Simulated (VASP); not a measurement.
Wanted: the native input for a VASP 6.6.1 run.

| Property | Result |
| --- | --- |
| Task | single point |
| Functional | PBEsol |
| Potentials or basis | VASP PAW PBE potentials, release 64 (Ga_d, Sb) |
| Cutoff | 520 eV |
| k mesh | 10 × 10 × 10 |
| Occupations | gaussian, width 0.01 eV |
| Spin | no spin polarisation |
| Dipole correction | no |
| Further INCAR settings | ALGO = Normal; EDIFF = 1e-06; NBANDS = 16 |

The structure of GaSb lies in POSCAR:

```
GaSb
1.0
    0.0000000000      3.0480000000      3.0480000000
    3.0480000000      0.0000000000      3.0480000000
    3.0480000000      3.0480000000      0.0000000000
Ga Sb
1 1
Direct
    0.0000000000      0.0000000000      0.0000000000
    0.2500000000      0.2500000000      0.2500000000
```

One way to write it, as run:

INCAR

```
SYSTEM = GaSb
PREC = Accurate ; ENCUT = 520
EDIFF = 1E-6 ; ISMEAR = 0
SIGMA = 0.01 ; LREAL = .FALSE.
LASPH = .TRUE. ; NELM = 80
ALGO = Normal ; ISIF = 2
LWAVE = .FALSE. ; LCHARG = .FALSE.
GGA = PS ; NBANDS = 16
```

KPOINTS

```
Automatic mesh
0
G
  10 10 10
  0 0 0
```

Potentials or basis: VASP PAW PBE potentials, release 64 (Ga_d, Sb).

Launch:

```sh
$ cat potpaw_PBE.64/Ga_d/POTCAR potpaw_PBE.64/Sb/POTCAR > POTCAR
$ mpirun -np 1 vasp_std > vasp.out
```

Results of the run:

| Item | Value |
| --- | --- |
| Pressure | 0.5 GPa |
| Band gap on the k mesh | 0.07 eV |

Caveat: the PAW data sets were made with another functional, which shifts forces and pressure a little; spin-orbit coupling is left out, which moves the levels of the heavy elements.

Run time: 32 s on 1 thread of AMD EPYC 7R43 64-Core Processor (Zen 3), with other jobs on the host, peak memory 0.16 GiB.
